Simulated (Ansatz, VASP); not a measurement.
# One calculation of MgO, two programs

```
Mg O
1.0
     0.00000    2.11000    2.11000
     2.11000    0.00000    2.11000
     2.11000    2.11000    0.00000
Mg O
1 1
Direct
  0.00000 0.00000 0.00000
  0.50000 0.50000 0.50000
```

Alike in both runs: task single point; functional LDA; k mesh 8 × 8 × 8; occupations fermi-dirac, width 0.03 eV; no spin polarisation.

|  | VASP | Ansatz |
| --- | --- | --- |
| version | VASP 6.6.1 | Ansatz 0.2.0 |
| potentials or method | VASP PAW LDA potentials, release 64 (Mg, O), cutoff 600 eV | PAW, plane waves, scalar-relativistic |
| valence electrons in the cell | 8 | 16 |

|  | VASP | Ansatz | Ansatz less VASP |
| --- | --- | --- | --- |
| pressure (GPa) | -8.8 | -6.9 | +1.91 |

LDA's correlation is that of Perdew and Zunger in VASP and of Perdew and Wang (1992) in Ansatz. VASP's potentials hold 8 valence electrons a cell and Ansatz's 16, so a difference there can come from the potentials and not from the codes.
